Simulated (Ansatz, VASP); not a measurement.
Two plane-wave programs on In5Sb5H18

```xyz
28
Lattice="16.6000 0.0000 0.0000 0.0000 16.9000 0.0000 0.0000 0.0000 17.2000" Properties=species:S:1:pos:R:3 pbc="T T T"
Sb    8.6507    6.9711   10.4305
Sb    8.6507   10.2804    7.1212
Sb    6.0092    6.5586    6.7087
Sb   10.7321    6.5410    6.6911
Sb   11.2906   10.4160   10.5660
In    7.0772    8.6485    8.7986
In    9.5224    4.8152    8.7121
In   10.1447   12.2775    8.6360
In    9.5227    8.5621    4.9653
In   10.1447    8.4860   12.4274
H     7.3815    6.2438   11.3271
H     5.4294    9.0505    9.2004
H     7.3816   11.1770    6.3937
H     8.0586    4.2638    7.9410
H    10.7545    3.8551    9.4488
H     8.9745   13.1961    9.5203
H    11.4303   12.8230    7.6164
H     6.7479    5.4740    5.6236
H     4.9028    5.4238    7.3583
H     4.9023    7.2081    5.5744
H    11.7388    5.5616    5.7117
H    12.0317    7.3293    7.4795
H     8.0590    7.7912    4.4134
H    10.7550    9.2989    4.0054
H     8.9745    9.3705   13.3460
H    11.4303    7.4665   12.9730
H    12.4076   11.3344   11.4843
H    12.4992    9.5583    9.7083
```

Alike in both runs: functional PBE; k mesh 1 × 1 × 1; occupations gaussian, width 0.05 eV; no spin polarisation.

Ansatz relaxed the structure, and its values are those at the end. VASP's run is a single point on that final structure, the one shown.

```csv
,VASP,Ansatz
version,VASP 6.6.1,Ansatz 0.2.0
potentials or method,"VASP PAW PBE potentials, release 64 (Sb, In_d, H), cutoff 520 eV","scalar-relativistic, plane waves, PAW"
valence electrons in the cell,108,158
```

|  | VASP | Ansatz | Ansatz less VASP |
| --- | --- | --- | --- |
| gap on the k mesh at the Fermi level (eV) | 3.36 | 3.36 | 0.000 |
| rms of the force components (eV/Å) | 0.048 | 0.003 | -0.0444 |

VASP's potentials hold 108 valence electrons a cell and Ansatz's 158, so a difference there can come from the potentials and not from the codes. Ansatz's warnings: xc potential rough in thin density.

Spin-orbit coupling is off throughout.
